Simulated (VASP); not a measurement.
# CoSi (P2_13) in VASP: a series of runs

The runs below take CoSi through single point, with RPBE, PBEsol.

Program: VASP 6.6.1. These are calculated values, not measurements. Logs are shortened: lines on timing, memory, paths and dates and some standing lists are left out, and cuts for length are marked.

## 1. The cell of the first run

It takes space group P2_13 (No. 198, cubic). The conventional cell has a = 4.458 Å, b = 4.458 Å, c = 4.458 Å, α = 90.00°, β = 90.00°, γ = 90.00°. Co (site symmetry 3) has 7 Si at 2.33 to 2.45 Å and 6 Co at 2.74 Å within 3.1 Å. Si (site symmetry 3) has 7 Co at 2.33 to 2.45 Å and 6 Si at 2.76 Å within 3.1 Å.

## 2. Single point, RPBE, collinear spin, ferromagnetic start

INCAR reads:

```
PREC = Accurate ; ENCUT = 520
EDIFF = 1E-6 ; ISMEAR = -1
SIGMA = 0.05 ; LREAL = F
LASPH = T ; NELM = 150
ALGO = Normal ; ISIF = 2
LWAVE = F ; LCHARG = F
ISPIN = 2 ; MAGMOM = 2 2 2 2 0 0 0 0
LORBIT = 11 ; LMAXMIX = 4
GGA = RP ; NBANDS = 40
```

KPOINTS reads:

```
regular mesh
0
Gamma
  6 6 6
```

POSCAR reads:

```
CoSi
1.0
    4.4579166867      0.0000000000      0.0000000000
    0.0000000000      4.4579166867      0.0000000000
    0.0000000000      0.0000000000      4.4579166867
Co Si
4 4
Direct
    0.8551879359      0.6448120641      0.3551879359
    0.6448120641      0.3551879359      0.8551879359
    0.3551879359      0.8551879359      0.6448120641
    0.1448120641      0.1448120641      0.1448120641
    0.1568078095      0.3431921905      0.6568078095
    0.3431921905      0.6568078095      0.1568078095
    0.6568078095      0.1568078095      0.3431921905
    0.8431921905      0.8431921905      0.8431921905
```

Potentials or basis: VASP PAW PBE potentials, release 64 (Co, Si).

Run with:

```
$ cat potpaw_PBE.64/Co/POTCAR potpaw_PBE.64/Si/POTCAR > POTCAR
$ mpirun -np 1 vasp_std > vasp.out
```

OUTCAR:

```text
PREC = Accurate
   ENCUT = 520
   EDIFF = 1E-6
   ISMEAR = -1
   LREAL = F
   LASPH = T
   NELM = 150
   ISIF = 2
   ISPIN = 2
   LORBIT = 11
   GGA = RP

 ion  position               nearest neighbor table
   1  0.855  0.645  0.355-   5 2.33   6 2.35   7 2.35   8 2.35   7 2.45   8 2.45   6 2.45   2 2.74
                             2 2.74   3 2.74   4 2.74   3 2.74   4 2.74
   2  0.645  0.355  0.855-   6 2.33   5 2.35   7 2.35   8 2.35   5 2.45   7 2.45   8 2.45   1 2.74
                             1 2.74   3 2.74   3 2.74   4 2.74   4 2.74
   3  0.355  0.855  0.645-   7 2.33   6 2.35   5 2.35   8 2.35   6 2.45   5 2.45   8 2.45   1 2.74
                             4 2.74   2 2.74   2 2.74   1 2.74   4 2.74
   4  0.145  0.145  0.145-   8 2.33   6 2.35   7 2.35   5 2.35   6 2.45   5 2.45   7 2.45   2 2.74
                             3 2.74   1 2.74   3 2.74   1 2.74   2 2.74
   5  0.157  0.343  0.657-   1 2.33   2 2.35   3 2.35   4 2.35   3 2.45   4 2.45   2 2.45   8 2.76
                             6 2.76   6 2.76   8 2.76   7 2.76   7 2.76
   6  0.343  0.657  0.157-   2 2.33   1 2.35   3 2.35   4 2.35   1 2.45   3 2.45   4 2.45   8 2.76
                             5 2.76   5 2.76   7 2.76   7 2.76   8 2.76
   7  0.657  0.157  0.343-   3 2.33   2 2.35   1 2.35   4 2.35   2 2.45   1 2.45   4 2.45   8 2.76
                             8 2.76   5 2.76   6 2.76   6 2.76   5 2.76
   8  0.843  0.843  0.843-   4 2.33   2 2.35   3 2.35   1 2.35   2 2.45   1 2.45   3 2.45   5 2.76
                             6 2.76   7 2.76   7 2.76   5 2.76   6 2.76

  LATTYP: Found a simple cubic cell.
 ALAT       =     4.4579166867

  Lattice vectors:

 A1 = (   4.4579166867,   0.0000000000,   0.0000000000)
 A2 = (   0.0000000000,   4.4579166867,   0.0000000000)
 A3 = (   0.0000000000,   0.0000000000,   4.4579166867)

Analysis of symmetry for initial positions (statically):
=====================================================================
 Subroutine PRICEL returns:
 Original cell was already a primitive cell.

 Routine SETGRP: Setting up the symmetry group for a
 simple cubic supercell.

 Subroutine GETGRP returns: Found 12 space group operations
 (whereof  3 operations were pure point group operations)
 out of a pool of 48 trial point group operations.

The static configuration has the point symmetry C_3 .
 The point group associated with its full space group is T   .

Analysis of symmetry for dynamics (positions and initial velocities):
=====================================================================
 Subroutine PRICEL returns:
 Original cell was already a primitive cell.

 Routine SETGRP: Setting up the symmetry group for a
 simple cubic supercell.

 Subroutine GETGRP returns: Found 12 space group operations
 (whereof  3 operations were pure point group operations)
 out of a pool of 48 trial point group operations.

The dynamic configuration has the point symmetry C_3 .
 The point group associated with its full space group is T   .

Analysis of structural, dynamic, and magnetic symmetry:
=====================================================================
 Subroutine PRICEL returns:
 Original cell was already a primitive cell.

 Routine SETGRP: Setting up the symmetry group for a
 simple cubic supercell.

 Subroutine GETGRP returns: Found 12 space group operations
 (whereof  3 operations were pure point group operations)
 out of a pool of 48 trial point group operations.

The overall configuration has the point symmetry C_3 .
 The point group associated with its full space group is T   .

 Subroutine INISYM returns: Found 12 space group operations
 (whereof  3 operations are pure point group operations),
 and found     1 'primitive' translations

----------------------------------------------------------------------------------------

                                     Primitive cell

  volume of cell :      88.5923

  direct lattice vectors                    reciprocal lattice vectors
     4.457916687  0.000000000  0.000000000     0.224320029  0.000000000  0.000000000
     0.000000000  4.457916687  0.000000000     0.000000000  0.224320029  0.000000000
     0.000000000  0.000000000  4.457916687     0.000000000  0.000000000  0.224320029

  length of vectors
     4.457916687  4.457916687  4.457916687     0.224320029  0.224320029  0.224320029

  position of ions in fractional coordinates (direct lattice)
     0.855187936  0.644812064  0.355187936
[... 79 lines left out ...]
 SYSTEM =  unknown system
   PREC   = accura    normal or accurate (medium, high low for compatibility)
   ISTART =      0    job   : 0-new  1-cont  2-samecut
   ICHARG =      2    charge: 1-file 2-atom 10-const
   ISPIN  =      2    spin polarized calculation?
   LNONCOLLINEAR =      F non collinear calculations
   LSORBIT =      F    spin-orbit coupling
   LASPH  =      T    aspherical Exc in radial PAW
   ENCUT  =  520.0 eV  38.22 Ry    6.18 a.u.   8.29  8.29  8.29*2*pi/ulx,y,z
   NELM   =    150;   NELMIN=  2; NELMDL= -5     # of ELM steps
   EDIFF  = 0.1E-05   stopping-criterion for ELM
   LREAL  =      F    real-space projection
   EDIFFG = 0.1E-04   stopping-criterion for IOM
   NSW    =      0    number of steps for IOM
   IBRION =     -1    ionic relax: 0-MD 1-quasi-New 2-CG
   NFREE  =      0    steps in history (QN), initial steepest desc. (CG)
   ISIF   =      2    stress and relaxation
   ISYM   =      2    0-nonsym 1-usesym 2-fastsym
   POTIM  = 0.5000    time-step for ionic-motion
   TEBEG  =    0.0;   TEEND  =   0.0 temperature during run
   PSTRESS=    0.0 pullay stress
   NELECT =      52.0000    total number of electrons
   NUPDOWN=      -1.0000    fix difference up-down
   EMIN   =  10.00;   EMAX   =-10.00  energy-range for DOS
   EFERMI =   0.00;   METHOD = LEGACY
   ISMEAR =    -1;   SIGMA  =   0.05  broadening in eV -4-tet -1-fermi 0-gaus
   EFERMI_NEDOS =   21; number of points for ismear=-14 and -15
   IALGO  =     38    algorithm
   IMIX   =      4    mixing-type and parameters
     AMIX     =   0.40;   BMIX     =  1.00
     AMIX_MAG =   1.60;   BMIX_MAG =  1.00
  volume/ion in A,a.u.               =      11.07        74.73
  Fermi-wavevector in a.u.,A,eV,Ry     =   1.370705  2.590257 25.563064  1.878832
  Thomas-Fermi vector in A             =   2.496467
   LORBIT       =     11    0 simple, 1 ext, 2 COOP (PROOUT), +10 PAW based schemes
   GGA     = RP    functional components
   LHFCALC =     F    Hartree Fock is set to
   AEXX    =    0.0000 exact exchange contribution
   IVDW    =     0    specifies the selected vdW correction
   LEPSILON=     F    determine dielectric tensor
   LRPA    =     F    only Hartree local field effects (RPA)
 spin polarized calculation
  energy-cutoff  :      520.00
  volume of cell :       88.59
 maximum number of plane-waves:      2417
 NGX is ok and might be reduce to    36
   NGX = 17   NGY = 17   NGZ = 17

 number of electron      52.0000016 magnetization       0.0278749

 number of electron      52.0000016 magnetization      -0.0008944

 Free energy of the ion-electron system (eV)
  ---------------------------------------------------
  ext. energy  EPLUGINS =         0.00000000
  ---------------------------------------------------
  free energy    TOTEN  =       -51.23127670 eV

  energy without entropy =      -51.21679645  energy(sigma->0) =      -51.22403657

 E-fermi :  11.9659     XC(G=0): -12.7205

 val. band max:       11.9221240058   @ k =   0.0000   0.0000   0.0000
 cond. band min:      12.0106858661   @ k =   0.5000   0.5000   0.3333
 fundamental gap:      0.0885618603
 Fermi energy:        11.9659093684

 spin component 1

 k-point     1 :       0.0000    0.0000    0.0000
  band No.  band energies     occupation
      1      -1.5897      1.00000
      2       3.8439      1.00000
      3       3.8439      1.00000
      4       3.8439      1.00000
      5       6.5367      1.00000
      6       6.5367      1.00000
[... 973 lines left out ...]
     37      19.6478      0.00000
     38      19.6478      0.00000
 Fermi energy:        11.9659093684

 spin component 2

 k-point     1 :       0.0000    0.0000    0.0000
  band No.  band energies     occupation
      1      -1.5896      1.00000
      2       3.8439      1.00000
      3       3.8439      1.00000
      4       3.8439      1.00000
      5       6.5367      1.00000
      6       6.5367      1.00000
[... 973 lines left out ...]
     37      19.6478      0.00000
     38      19.6478      0.00000
 [bands above 38 left out]

------------------------ aborting loop because EDIFF is reached ----------------------------------------

  FORCE on cell =-STRESS in cart. coord.  units (eV):
  Direction    XX          YY          ZZ          XY          YZ          ZX
  --------------------------------------------------------------------------------------
  -------------------------------------------------------------------------------------
  Total       -0.2174021     -0.2174021     -0.2174021      0.0000000      0.0000000      0.0000000
  in kB       -3.9316826     -3.9316826     -3.9316826      0.0000000      0.0000000      0.0000000
  external PRESSURE =      -3.9316826 kB  Pullay stress =       0.0000000 kB

 VOLUME and BASIS-vectors are now :
 -----------------------------------------------------------------------------
  energy-cutoff  :      520.00
  volume of cell :       88.59
      direct lattice vectors                 reciprocal lattice vectors
     4.457916687  0.000000000  0.000000000     0.224320029  0.000000000  0.000000000
     0.000000000  4.457916687  0.000000000     0.000000000  0.224320029  0.000000000
     0.000000000  0.000000000  4.457916687     0.000000000  0.000000000  0.224320029

 POSITION                                       TOTAL-FORCE (eV/Angst)
 -----------------------------------------------------------------------------------
      3.81236      2.87452      1.58340         0.000227     -0.000227      0.000227
      2.87452      1.58340      3.81236        -0.000227      0.000227      0.000227
      1.58340      3.81236      2.87452         0.000227      0.000227     -0.000227
      0.64556      0.64556      0.64556        -0.000227     -0.000227     -0.000227
      0.69904      1.52992      2.92799        -0.004494      0.004494     -0.004494
      1.52992      2.92799      0.69904         0.004494     -0.004494     -0.004494
      2.92799      0.69904      1.52992        -0.004494     -0.004494      0.004494
      3.75888      3.75888      3.75888         0.004494      0.004494      0.004494
 -----------------------------------------------------------------------------------
    total drift:                               -0.000000      0.000000      0.000000

  FREE ENERGIE OF THE ION-ELECTRON SYSTEM (eV)
  ---------------------------------------------------
  free  energy   TOTEN  =       -51.2312766954 eV

  energy  without entropy=      -51.2167964505  energy(sigma->0) =      -51.22403657

 total charge

# of ion       s       p       d       tot
------------------------------------------
    1        0.430   0.600   7.542   8.572
    2        0.430   0.600   7.542   8.572
    3        0.430   0.600   7.542   8.572
    4        0.430   0.600   7.542   8.572
    5        0.725   0.872   0.000   1.597
    6        0.725   0.872   0.000   1.597
    7        0.725   0.872   0.000   1.597
    8        0.725   0.872   0.000   1.597
--------------------------------------------------
tot          4.618   5.890  30.168  40.676

 magnetization (x)

# of ion       s       p       d       tot
------------------------------------------
    1        0.000   0.000  -0.000  -0.000
    2        0.000   0.000  -0.000  -0.000
    3        0.000   0.000  -0.000  -0.000
    4        0.000   0.000  -0.000  -0.000
    5        0.000   0.000   0.000   0.000
    6        0.000   0.000   0.000   0.000
    7        0.000   0.000   0.000   0.000
    8        0.000   0.000   0.000   0.000
--------------------------------------------------
tot          0.000   0.000  -0.000  -0.000
```

Wall time 4 min (1 thread of Intel Xeon Platinum 8375C at 2.90GHz (Ice Lake), shared host); peak memory 0.3 GiB.

What came out:

| Quantity | Value |
| --- | --- |
| Free energy | -51.2313 eV |
| Pressure | -0.4 GPa |
| Largest force | 0.008 eV/Å |
| Band gap on the k mesh | zero (filled and empty bands overlap) |
| Net moment | 0.00 μB per cell |
| Valence electrons inside the program's atomic spheres | Co 8.57; Si 1.60 |

Forces in eV/Å, atoms in the order of the input:
```
Co   0.000  0.000  0.000
Co   0.000  0.000  0.000
Co   0.000  0.000  0.000
Co   0.000  0.000  0.000
Si  -0.004  0.004 -0.004
Si   0.004 -0.004 -0.004
Si  -0.004 -0.004  0.004
Si   0.004  0.004  0.004
```

Levels at points of the mesh, in eV from the Fermi level:
Spin up:
| k point | band 22 | band 23 | band 24 | band 25 | band 26 | band 27 | band 28 | band 29 | band 30 | band 31 |
| --- | --- | --- | --- | --- | --- | --- | --- | --- | --- | --- |
| (0.00, 0.00, 0.00) | -0.92 | -0.79 | -0.79 | -0.04 | -0.04 | -0.04 | 2.39 | 2.39 | 2.39 | 2.82 |
| (0.50, 0.00, 0.00) | -1.04 | -0.67 | -0.67 | -0.50 | -0.50 | 0.94 | 0.94 | 1.40 | 1.40 | 4.16 |
| (0.50, 0.50, 0.00) | -1.48 | -1.01 | -1.01 | -0.07 | -0.07 | 0.53 | 0.53 | 1.91 | 1.91 | 2.41 |
| (0.50, 0.50, 0.50) | -1.22 | -1.22 | -1.22 | -0.25 | -0.25 | -0.25 | -0.25 | 5.28 | 5.28 | 5.28 |
Spin down:
| k point | band 23 | band 24 | band 25 | band 26 | band 27 | band 28 | band 29 | band 30 |
| --- | --- | --- | --- | --- | --- | --- | --- | --- |
| (0.00, 0.00, 0.00) | -0.79 | -0.79 | -0.04 | -0.04 | -0.04 | 2.39 | 2.39 | 2.39 |
| (0.50, 0.00, 0.00) | -0.67 | -0.67 | -0.50 | -0.50 | 0.94 | 0.94 | 1.40 | 1.40 |
| (0.50, 0.50, 0.00) | -1.01 | -1.01 | -0.07 | -0.07 | 0.53 | 0.53 | 1.91 | 1.91 |
| (0.50, 0.50, 0.50) | -1.22 | -1.22 | -0.25 | -0.25 | -0.25 | -0.25 | 5.28 | 5.28 |

Caveat: the starting moments collapsed, and a magnetic state may lie lower; the PAW data sets were made with another functional, which shifts forces and pressure a little.

## 3. Single point, PBEsol, collinear spin, zero start

This run uses another cell than the first one, of 10.93 Å³/atom, 0.987 times its volume.

INCAR reads:

```
ALGO = Normal
EDIFF = 1E-6
ENCUT = 520
GGA = PS
ISIF = 2
ISMEAR = -1
ISPIN = 2
LASPH = True
LCHARG = True
LELF = True
LMAXMIX = 4
LORBIT = 11
LREAL = False
LVHAR = True
LWAVE = False
MAGMOM = 0 0 0 0 0 0 0 0
NBANDS = 40
NELM = 150
NUPDOWN = 0.0
PREC = Accurate
SIGMA = 0.05
```

KPOINTS reads:

```
k-points
0
Gamma
  5 5 5
```

POSCAR reads:

```
CoSi
1.0
    4.4380000000      0.0000000000      0.0000000000
    0.0000000000      4.4380000000      0.0000000000
    0.0000000000      0.0000000000      4.4380000000
Co Si
4 4
Direct
    0.8600000000      0.6400000000      0.3600000000
    0.6400000000      0.3600000000      0.8600000000
    0.3600000000      0.8600000000      0.6400000000
    0.1400000000      0.1400000000      0.1400000000
    0.1570000000      0.3430000000      0.6570000000
    0.3430000000      0.6570000000      0.1570000000
    0.6570000000      0.1570000000      0.3430000000
    0.8430000000      0.8430000000      0.8430000000
```

Potentials or basis: VASP PAW PBE potentials, release 64 (Co, Si).

Run with:

```
$ cat potpaw_PBE.64/Co/POTCAR potpaw_PBE.64/Si/POTCAR > POTCAR
$ mpirun -np 1 vasp_std > vasp.out
```

Run time: 80 s. Hardware: 1 thread of Intel Xeon Platinum 8488C (Sapphire Rapids), shared host; peak memory 0.26 GiB.

Results (log left out):

| Property | Result |
| --- | --- |
| Free energy | -59.7384 eV |
| Pressure | -7.0 GPa |
| Largest force | 0.243 eV/Å |
| Net moment | 0.00 μB per cell |
| Valence electrons inside the program's atomic spheres | Co 8.62; Si 1.61 |

Forces on the atoms (eV/Å):
```
Co  -0.140  0.140 -0.140
Co   0.140 -0.140 -0.140
Co  -0.140 -0.140  0.140
Co   0.140  0.140  0.140
Si   0.037 -0.037  0.037
Si  -0.037  0.037  0.037
Si   0.037  0.037 -0.037
Si  -0.037 -0.037 -0.037
```

Caveat: the PAW data sets were made with another functional, which shifts forces and pressure a little; the total moment is fixed, so each spin has its own Fermi level.

(Continued in part 2 of 2.)
